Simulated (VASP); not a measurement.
NbPtS3, 10 atoms in the cell. It takes space group P6_3/mmc (No. 194, hexagonal). The conventional cell has a = 6.391 Å, b = 6.391 Å, c = 4.973 Å, α = 90.00°, β = 90.00°, γ = 120.00°. Within 3.9 Å of Nb (site symmetry -6m2) lie 12 S at 2.94 to 3.21 Å and 6 Pt at 3.89 Å. Within 3.2 Å of Pt (site symmetry -3m) lie 6 S at 2.46 Å and 2 Pt at 2.49 Å. S (site symmetry mm2) has 2 Pt at 2.46 Å and 2 S at 2.72 Å and 2 Nb at 2.94 Å within 3.2 Å. 

| Quantity | Value |
| --- | --- |
| Program | VASP 6.6.1 |
| Task | single point |
| Functional | PBE |
| Dispersion | D3(BJ) |
| Potentials or basis | VASP PAW PBE potentials, release 64 (Nb_sv, Pt, S) |
| Cutoff | 520 eV |
| k mesh | 6 × 6 × 8 |
| Occupations | gaussian, width 0.1 eV |
| Spin | no spin polarisation |
| Dipole correction | no |
| Further INCAR settings | ALGO = Normal; EDIFF = 1e-06; NBANDS = 52; ISYM = 0 |

Potentials or basis: VASP PAW PBE potentials, release 64 (Nb_sv, Pt, S).

Launch:

```console
$ cat potpaw_PBE.64/Nb_sv/POTCAR potpaw_PBE.64/Pt/POTCAR potpaw_PBE.64/S/POTCAR > POTCAR
$ mpirun -np 1 vasp_std > vasp.out
```

Hardware: 1 × NVIDIA H100 80GB with 1 thread of Intel(R) Xeon(R) Platinum 8481C CPU @ 2.70GHz (Sapphire Rapids) (shared host).

Question: Estimate the wall time of this run.

Answer: Wall time 8.2 min on 1 × NVIDIA H100 80GB with 1 thread of Intel(R) Xeon(R) Platinum 8481C CPU @ 2.70GHz (Sapphire Rapids), with other jobs on the host, peak memory 2 GiB. Counts: scf iterations 18, k points 148.
